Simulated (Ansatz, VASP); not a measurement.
# One calculation of AlSn, two programs

```
Sn Al
1.0
     4.28467    0.00000    0.00000
    -2.14234    3.71064    0.00000
     0.00000    0.00000    3.17457
Sn Al
1 1
Direct
  0.33333 0.66667 0.50000
  0.00000 0.00000 0.00000
```

Change from the starting cell: strain_z_fixed_volume = -0.04.

Alike in both runs: task single point; functional PBEsol; k mesh 7 × 7 × 8; occupations fermi-dirac, width 0.05 eV; no spin polarisation.

|  | VASP | Ansatz |
| --- | --- | --- |
| version | VASP 6.6.1 | Ansatz 0.2.0 |
| potentials or method | VASP PAW PBE potentials, release 64 (Sn_d, Al), cutoff 500 eV | all-electron LAPW, scalar-relativistic |

```tsv
	VASP	Ansatz	Ansatz less VASP
gap on the k mesh at the Fermi level (eV)	none	none	-
pressure (GPa)	-1.3	-1.3	+0.03
traceless stress, the component that is largest in VASP (GPa)	2.87	2.87	-0.006
```

VASP's potentials were made for PBE, not for PBEsol. A gap of «none» marks a metal or a gap that the smearing closes. Ansatz ran all-electron here, and VASP with PAW potentials.
